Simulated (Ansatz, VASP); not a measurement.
# Two plane-wave programs on GaSb3

Contents of INCAR:

```
SYSTEM = GaSb3
PREC = Accurate ; ENCUT = 500
EDIFF = 1E-6 ; ISMEAR = -1
SIGMA = 0.05 ; LREAL = .FALSE.
LASPH = .TRUE. ; NELM = 120
ALGO = Normal ; ISIF = 2
LWAVE = .FALSE. ; LCHARG = .FALSE.
NBANDS = 22 ; GGA_COMPAT = .FALSE.
```

The input KPOINTS:

```
Automatic mesh
0
G
  6 6 6
  0 0 0
```

The input POSCAR:

```
GaSb3
1.0
    0.0000000000      3.7055566952      3.7055566952
    3.7055566952      0.0000000000      3.7055566952
    3.7055566952      3.7055566952      0.0000000000
Sb Ga
3 1
Direct
    0.5000000000      0.5000000000      0.5000000000
    0.7500000000      0.7500000000      0.7500000000
    0.2500000000      0.2500000000      0.2500000000
    0.0000000000      0.0000000000      0.0000000000
```

Contents of input.yaml:

```yaml
crystal:
  lattice:
    - [0.0, 3.7055566952, 3.7055566952]
    - [3.7055566952, 0.0, 3.7055566952]
    - [3.7055566952, 3.7055566952, 0.0]
  atoms:
    - { symbol: Sb, position: [0.5, 0.5, 0.5] }
    - { symbol: Sb, position: [0.75, 0.75, 0.75] }
    - { symbol: Sb, position: [0.25, 0.25, 0.25] }
    - { symbol: Ga, position: [0.0, 0.0, 0.0] }
hamiltonian:
  xc: lda
  pseudopotentials: { kind: paw }
kpoints:
  mp_grid: { grid: [6, 6, 6] }
scf:
  occupations: { method: fermi_dirac, width: 0.05 }
output:
  forces: true
  stress: true
  eigenvalues: true
  write_density: true
  write_potential: true
  elf: true
  volumetric_format: npy
```

Alike in both runs: task single point; functional LDA; k mesh 6 × 6 × 6; occupations fermi-dirac, width 0.05 eV; no spin polarisation.

```csv
,VASP,Ansatz
version,VASP 6.6.1,Ansatz 0.2.0
potentials or method,"VASP PAW LDA potentials, release 64 (Sb, Ga_d)",Ansatz PAW
plane-wave cutoff (eV),500,420
valence electrons in the cell,28,58
```

```csv
,VASP,Ansatz,Ansatz less VASP
gap on the k mesh at the Fermi level (eV),none,none,-
pressure (GPa),-3.6,-3.6,-0.03
```

LDA's correlation is that of Perdew and Zunger in VASP and of Perdew and Wang (1992) in Ansatz. A gap of «none» marks a metal or a gap that the smearing closes. VASP's potentials hold 28 valence electrons a cell and Ansatz's 58, so a difference there can come from the potentials and not from the codes.

Neither program's run includes spin-orbit coupling.
